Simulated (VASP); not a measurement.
# P in VASP: a series of runs

P is run at these levels: PBEsol; tasks: single point.

Everything below comes from runs of VASP 6.6.1. Logs are shortened: lines on timing, memory, paths and dates and some standing lists are left out, and cuts for length are marked.

## Step 1: The cell of the first run

The cell holds a slab with vacuum, 4 atoms: a = 3.416 Å, b = 36.270 Å, c = 4.437 Å, α = 90.00°, β = 90.00°, γ = 90.00°.

## Step 2: Single point, PBEsol (strain +0.040 along x and y, +0.000 along z)

Input file INCAR:

```
PREC = Accurate
ENCUT = 520
EDIFF = 1E-7
ISMEAR = 0
SIGMA = 0.05
LREAL = F
LASPH = T
NELM = 60
ALGO = Normal
ISIF = 2
LWAVE = F
LCHARG = T
GGA = PS
LELF = T
LVHAR = T
NBANDS = 18
```

Input file KPOINTS:

```
Automatic mesh
0
Gamma
  8 1 6
```

Input file POSCAR:

```
P
1.0
    3.4157418011      0.0000000000      0.0000000000
    0.0000000000     36.2697370064      0.0000000000
    0.0000000000      0.0000000000      4.4369101505
P
4
Direct
    0.0000000000      0.9696876239      0.5826201324
    0.0000000000      0.0303123761      0.4173798676
    0.5000000000      0.0303123761      0.0826201324
    0.5000000000      0.9696876239      0.9173798676
```

Potentials or basis: VASP PAW PBE potentials, release 64 (P).

On the command line:

```bash
$ cat potpaw_PBE.64/P/POTCAR > POTCAR
$ mpirun -np 1 vasp_std > vasp.out
```

OUTCAR:

```text
PREC = Accurate
   ENCUT = 520
   EDIFF = 1E-7
   ISMEAR = 0
   LREAL = F
   LASPH = T
   NELM = 60
   ISIF = 2
   GGA = PS

 ion  position               nearest neighbor table
   1  0.000  0.970  0.583-   4 2.26   4 2.26   2 2.32
   2  0.000  0.030  0.417-   3 2.26   3 2.26   1 2.32
   3  0.500  0.030  0.083-   2 2.26   2 2.26   4 2.32
   4  0.500  0.970  0.917-   1 2.26   1 2.26   3 2.32

  LATTYP: Found a simple orthorhombic cell.
 ALAT       =     3.4157418011
 B/A-ratio  =     1.2989594673
 C/A-ratio  =    10.6184071040

  Lattice vectors:

 A1 = (  -3.4157418011,   0.0000000000,   0.0000000000)
 A2 = (   0.0000000000,   0.0000000000,   4.4369101505)
 A3 = (   0.0000000000,  36.2697370064,   0.0000000000)

Analysis of symmetry for initial positions (statically):
=====================================================================
 Subroutine PRICEL returns:
 Original cell was already a primitive cell.

 Routine SETGRP: Setting up the symmetry group for a
 simple orthorhombic supercell.

 Subroutine GETGRP returns: Found  8 space group operations
 (whereof  4 operations were pure point group operations)
 out of a pool of  8 trial point group operations.

The static configuration has the point symmetry C_2h.
 The point group associated with its full space group is D_2h.

Analysis of symmetry for dynamics (positions and initial velocities):
=====================================================================
 Subroutine PRICEL returns:
 Original cell was already a primitive cell.

 Routine SETGRP: Setting up the symmetry group for a
 simple orthorhombic supercell.

 Subroutine GETGRP returns: Found  8 space group operations
 (whereof  4 operations were pure point group operations)
 out of a pool of  8 trial point group operations.

The dynamic configuration has the point symmetry C_2h.
 The point group associated with its full space group is D_2h.

 Subroutine INISYM returns: Found  8 space group operations
 (whereof  4 operations are pure point group operations),
 and found     1 'primitive' translations

----------------------------------------------------------------------------------------

                                     Primitive cell

[... 86 lines left out ...]
   LASPH  =      T    aspherical Exc in radial PAW
   ENCUT  =  520.0 eV  38.22 Ry    6.18 a.u.   6.35 67.44  8.25*2*pi/ulx,y,z
   NELM   =     60;   NELMIN=  2; NELMDL= -5     # of ELM steps
   EDIFF  = 0.1E-06   stopping-criterion for ELM
   LREAL  =      F    real-space projection
   EDIFFG = 0.1E-05   stopping-criterion for IOM
   NSW    =      0    number of steps for IOM
   IBRION =     -1    ionic relax: 0-MD 1-quasi-New 2-CG
   NFREE  =      0    steps in history (QN), initial steepest desc. (CG)
   ISIF   =      2    stress and relaxation
   ISYM   =      2    0-nonsym 1-usesym 2-fastsym
   POTIM  = 0.5000    time-step for ionic-motion
   TEBEG  =    0.0;   TEEND  =   0.0 temperature during run
   PSTRESS=    0.0 pullay stress
   NELECT =      20.0000    total number of electrons
   NUPDOWN=      -1.0000    fix difference up-down
   EMIN   =  10.00;   EMAX   =-10.00  energy-range for DOS
   EFERMI =   0.00;   METHOD = LEGACY
   ISMEAR =     0;   SIGMA  =   0.05  broadening in eV -4-tet -1-fermi 0-gaus
   EFERMI_NEDOS =   21; number of points for ismear=-14 and -15
   IALGO  =     38    algorithm
   IMIX   =      4    mixing-type and parameters
     AMIX     =   0.40;   BMIX     =  1.00
     AMIX_MAG =   1.60;   BMIX_MAG =  1.00
  volume/ion in A,a.u.               =     137.42       927.36
  Fermi-wavevector in a.u.,A,eV,Ry     =   0.542477  1.025133  4.003943  0.294281
  Thomas-Fermi vector in A             =   1.570524
   LORBIT       =      0    0 simple, 1 ext, 2 COOP (PROOUT), +10 PAW based schemes
   GGA     = PS    functional components
   LHFCALC =     F    Hartree Fock is set to
   AEXX    =    0.0000 exact exchange contribution
   IVDW    =     0    specifies the selected vdW correction
   LEPSILON=     F    determine dielectric tensor
   LRPA    =     F    only Hartree local field effects (RPA)
 non-spin polarized calculation
 Gauss-broadening in eV      SIGMA  =   0.05
  energy-cutoff  :      520.00
  volume of cell :      549.68
 maximum number of plane-waves:     14891
 NGX is ok and might be reduce to    28
   NGX = 13   NGY =135   NGZ = 17

 number of electron      20.0000005 magnetization

 Free energy of the ion-electron system (eV)
  ---------------------------------------------------
  ext. energy  EPLUGINS =         0.00000000
  ---------------------------------------------------
  free energy    TOTEN  =       -22.70151290 eV

  energy without entropy =      -22.70151290  energy(sigma->0) =      -22.70151290

 E-fermi :  -3.1149     XC(G=0):  -1.7228

 val. band max:       -3.3590588477   @ k =   0.0000   0.0000   0.0000
 cond. band min:      -2.7973951448   @ k =   0.0000   0.0000   0.0000
 fundamental gap:      0.5616637029
 Fermi energy:        -3.1149471273

 k-point     1 :       0.0000    0.0000    0.0000
  band No.  band energies     occupation
      1     -18.0493      2.00000
      2     -15.6672      2.00000
      3     -12.0482      2.00000
      4      -8.8996      2.00000
      5      -8.0529      2.00000
      6      -7.7191      2.00000
[... 397 lines left out ...]
      5      -8.1909      2.00000
      6      -8.1909      2.00000
[... 10 lines left out ...]
     17       2.5501      0.00000
     18       2.5501      0.00000

------------------------ aborting loop because EDIFF is reached ----------------------------------------

  FORCE on cell =-STRESS in cart. coord.  units (eV):
  Direction    XX          YY          ZZ          XY          YZ          ZX
  --------------------------------------------------------------------------------------
  -------------------------------------------------------------------------------------
  Total       -3.9258235     -2.9072944     -1.6426190      0.0000000      0.0000000      0.0000000
  in kB      -11.4427729     -8.4740208     -4.7878149      0.0000000      0.0000000      0.0000000
  external PRESSURE =      -8.2348695 kB  Pullay stress =       0.0000000 kB

 VOLUME and BASIS-vectors are now :
 -----------------------------------------------------------------------------
  energy-cutoff  :      520.00
  volume of cell :      549.68
      direct lattice vectors                 reciprocal lattice vectors
     3.415741801  0.000000000  0.000000000     0.292762175  0.000000000  0.000000000
     0.000000000 36.269737006  0.000000000     0.000000000  0.027571195  0.000000000
     0.000000000  0.000000000  4.436910151     0.000000000  0.000000000  0.225382071

 POSITION                                       TOTAL-FORCE (eV/Angst)
 -----------------------------------------------------------------------------------
      0.00000     35.17032      2.58503        -0.000000      0.657888      0.049761
      0.00000      1.09942      1.85188        -0.000000     -0.657888     -0.049761
      1.70787      1.09942      0.36658        -0.000000     -0.657888      0.049761
      1.70787     35.17032      4.07033         0.000000      0.657888     -0.049761
 -----------------------------------------------------------------------------------
    total drift:                               -0.000000      0.000000     -0.000000

  FREE ENERGIE OF THE ION-ELECTRON SYSTEM (eV)
  ---------------------------------------------------
  free  energy   TOTEN  =       -22.7015128995 eV

  energy  without entropy=      -22.7015128995  energy(sigma->0) =      -22.70151290
```

OSZICAR:

```text
N       E                     dE             d eps       ncg     rms          rms(c)
DAV:   1     0.135314006668E+03    0.13531E+03   -0.54123E+03   720   0.714E+02
DAV:   2    -0.414714936135E+01   -0.13946E+03   -0.13026E+03  1202   0.128E+02
DAV:   3    -0.224773239616E+02   -0.18330E+02   -0.18246E+02   998   0.566E+01
DAV:   4    -0.228771958934E+02   -0.39987E+00   -0.39867E+00   976   0.108E+01
[... 15 lines left out ...]
DAV:  20    -0.227015076363E+02   -0.33650E-05   -0.42074E-08   758   0.729E-04    0.341E-04
DAV:  21    -0.227015111878E+02   -0.35515E-05   -0.82388E-08   736   0.730E-04    0.478E-04
DAV:  22    -0.227015121740E+02   -0.98615E-06   -0.12027E-08   810   0.312E-04    0.474E-04
DAV:  23    -0.227015128080E+02   -0.63404E-06   -0.56686E-09   660   0.225E-04    0.583E-05
DAV:  24    -0.227015128995E+02   -0.91492E-07    0.15766E-11   708   0.871E-05
   1 F= -.22701513E+02 E0= -.22701513E+02  d E =-.261347E-13
```

stdout:

```text
POSCAR found type information on POSCAR P
 POSCAR found :  1 types and       4 ions
 scaLAPACK will be used
 -----------------------------------------------------------------------------
|                                                                             |
|                                                                             |
|     You enforced a specific xc type in the INCAR file but a different       |
|     I HOPE YOU KNOW WHAT YOU ARE DOING!                                     |
|                                                                             |
 -----------------------------------------------------------------------------

 LDA part: xc-table for (Slater+PW92), standard interpolation
 POSCAR, INCAR and KPOINTS ok, starting setup
 FFT: planning ... GRIDC
 FFT: planning ... GRID_SOFT
 FFT: planning ... GRID
 WAVECAR not read
 entering main loop
```

Wall time 7.1 min (1 thread of Oxide Virtual Turin-like, shared host); peak memory 0.58 GiB.

What came out:

```
Free energy            : -22.7015 eV
Largest force          : 0.660 eV/Å
Band gap on the k mesh : 0.56 eV
```

Forces in eV/Å, atoms in the order of the input:
```
P    0.000  0.658  0.050
P    0.000 -0.658 -0.050
P    0.000 -0.658  0.050
P    0.000  0.658 -0.050
```

Caveat: the cell differs from its parent crystal (strain +0.040 along x and y, +0.000 along z); there is no dipole correction, which matters where the two faces differ; the PAW data sets were made with another functional, which shifts forces and pressure a little.

## Step 3: Single point, PBEsol (strain +0.080 along x and y, -0.040 along z)

Input file INCAR:

```
  ALGO = Normal
  EDIFF = 1E-7
  ENCUT = 520
  GGA = PS
  ISIF = 2
  ISMEAR = 0
  LASPH = T
  LCHARG = F
  LREAL = F
  LWAVE = F
  NBANDS = 18
  NELM = 60
  PREC = Accurate
  SIGMA = 0.05
```

Input file KPOINTS:

```
k-points
0
Gamma
  8 1 6
```

Input file POSCAR:

```
P
1.0
    3.5471164857      0.0000000000      0.0000000000
    0.0000000000     37.6647268912      0.0000000000
    0.0000000000      0.0000000000      4.2594337445
P
4
Direct
    0.0000000000      0.9696876239      0.5826201324
    0.0000000000      0.0303123761      0.4173798676
    0.5000000000      0.0303123761      0.0826201324
    0.5000000000      0.9696876239      0.9173798676
```

Potentials or basis: VASP PAW PBE potentials, release 64 (P).

On the command line:

```bash
$ cat potpaw_PBE.64/P/POTCAR > POTCAR
$ mpirun -np 1 vasp_std > vasp.out
```

OUTCAR:

```text
EDIFF = 1E-7
   ENCUT = 520
   GGA = PS
   ISIF = 2
   ISMEAR = 0
   LASPH = T
   LREAL = F
   NELM = 60
   PREC = Accurate

 ion  position               nearest neighbor table
   1  0.000  0.970  0.583-   4 2.28   4 2.28   2 2.39
   2  0.000  0.030  0.417-   3 2.28   3 2.28   1 2.39
   3  0.500  0.030  0.083-   2 2.28   2 2.28   4 2.39
   4  0.500  0.970  0.917-   1 2.28   1 2.28   3 2.39

  LATTYP: Found a simple orthorhombic cell.
 ALAT       =     3.5471164857
 B/A-ratio  =     1.2008158632
 C/A-ratio  =    10.6184071042

  Lattice vectors:

 A1 = (  -3.5471164857,   0.0000000000,   0.0000000000)
 A2 = (   0.0000000000,   0.0000000000,   4.2594337445)
 A3 = (   0.0000000000,  37.6647268912,   0.0000000000)

Analysis of symmetry for initial positions (statically):
=====================================================================
 Subroutine PRICEL returns:
 Original cell was already a primitive cell.

 Routine SETGRP: Setting up the symmetry group for a
 simple orthorhombic supercell.

 Subroutine GETGRP returns: Found  8 space group operations
 (whereof  4 operations were pure point group operations)
 out of a pool of  8 trial point group operations.

The static configuration has the point symmetry C_2h.
 The point group associated with its full space group is D_2h.

Analysis of symmetry for dynamics (positions and initial velocities):
=====================================================================
 Subroutine PRICEL returns:
 Original cell was already a primitive cell.

 Routine SETGRP: Setting up the symmetry group for a
 simple orthorhombic supercell.

 Subroutine GETGRP returns: Found  8 space group operations
 (whereof  4 operations were pure point group operations)
[... 118 lines left out ...]
   EFERMI_NEDOS =   21; number of points for ismear=-14 and -15
   IALGO  =     38    algorithm
   IMIX   =      4    mixing-type and parameters
     AMIX     =   0.40;   BMIX     =  1.00
     AMIX_MAG =   1.60;   BMIX_MAG =  1.00
  volume/ion in A,a.u.               =     142.27       960.06
  Fermi-wavevector in a.u.,A,eV,Ry     =   0.536246  1.013358  3.912489  0.287560
  Thomas-Fermi vector in A             =   1.561478
   LORBIT       =      0    0 simple, 1 ext, 2 COOP (PROOUT), +10 PAW based schemes
   GGA     = PS    functional components
   LHFCALC =     F    Hartree Fock is set to
   AEXX    =    0.0000 exact exchange contribution
   IVDW    =     0    specifies the selected vdW correction
   LEPSILON=     F    determine dielectric tensor
   LRPA    =     F    only Hartree local field effects (RPA)
 non-spin polarized calculation
 Gauss-broadening in eV      SIGMA  =   0.05
  energy-cutoff  :      520.00
  volume of cell :      569.07
 maximum number of plane-waves:     15367
 NGX is ok and might be reduce to    28
   NGX = 13   NGY =141   NGZ = 15

 number of electron      19.9999996 magnetization

 Free energy of the ion-electron system (eV)
  ---------------------------------------------------
  ext. energy  EPLUGINS =         0.00000000
  ---------------------------------------------------
  free energy    TOTEN  =       -22.41569380 eV

  energy without entropy =      -22.41552573  energy(sigma->0) =      -22.41560977

 E-fermi :  -3.1041     XC(G=0):  -1.6806

 val. band max:       -3.1738804339   @ k =   0.0000   0.0000   0.0000
 cond. band min:      -3.0344077383   @ k =   0.0000   0.0000   0.0000
 fundamental gap:      0.1394726956
 Fermi energy:        -3.1041418935

 k-point     1 :       0.0000    0.0000    0.0000
  band No.  band energies     occupation
      1     -17.8018      2.00000
      2     -15.6144      2.00000
      3     -11.4722      2.00000
      4      -8.7322      2.00000
      5      -7.9307      2.00000
      6      -7.4261      2.00000
[... 397 lines left out ...]
      5      -8.1846      2.00000
      6      -8.1846      2.00000
[... 10 lines left out ...]
     17       2.9770      0.00000
     18       2.9770      0.00000

------------------------ aborting loop because EDIFF is reached ----------------------------------------

  FORCE on cell =-STRESS in cart. coord.  units (eV):
  Direction    XX          YY          ZZ          XY          YZ          ZX
  --------------------------------------------------------------------------------------
  -------------------------------------------------------------------------------------
  Total       -5.9275683     -4.9006238     -0.8711303      0.0000000      0.0000000      0.0000000
  in kB      -16.6887961    -13.7974812     -2.4526273      0.0000000      0.0000000      0.0000000
  external PRESSURE =     -10.9796349 kB  Pullay stress =       0.0000000 kB

 VOLUME and BASIS-vectors are now :
 -----------------------------------------------------------------------------
  energy-cutoff  :      520.00
  volume of cell :      569.07
      direct lattice vectors                 reciprocal lattice vectors
     3.547116486  0.000000000  0.000000000     0.281919132  0.000000000  0.000000000
     0.000000000 37.664726891  0.000000000     0.000000000  0.026550040  0.000000000
     0.000000000  0.000000000  4.259433744     0.000000000  0.000000000  0.234772991

 POSITION                                       TOTAL-FORCE (eV/Angst)
 -----------------------------------------------------------------------------------
      0.00000     36.52302      2.48163         0.000000      1.070105     -0.392506
      0.00000      1.14171      1.77780         0.000000     -1.070105      0.392506
      1.77356      1.14171      0.35191        -0.000000     -1.070105     -0.392506
      1.77356     36.52302      3.90752         0.000000      1.070105      0.392506
 -----------------------------------------------------------------------------------
    total drift:                               -0.000000     -0.000000     -0.000000

  FREE ENERGIE OF THE ION-ELECTRON SYSTEM (eV)
  ---------------------------------------------------
  free  energy   TOTEN  =       -22.4156938017 eV

  energy  without entropy=      -22.4155257305  energy(sigma->0) =      -22.41560977
```

Run time: 6.1 min. Hardware: 1 thread of Oxide Virtual Turin-like, shared host; peak memory 0.55 GiB.

Results:

* Free energy: -22.4157 eV
* Largest force: 1.140 eV/Å
* Band gap on the k mesh: 0.14 eV

Forces in eV/Å, atoms in the order of the input:
```
P    0.000  1.070 -0.393
P    0.000 -1.070  0.393
P    0.000 -1.070 -0.393
P    0.000  1.070  0.393
```

Caveat: the cell differs from its parent crystal (strain +0.080 along x and y, -0.040 along z); there is no dipole correction, which matters where the two faces differ; the PAW data sets were made with another functional, which shifts forces and pressure a little.
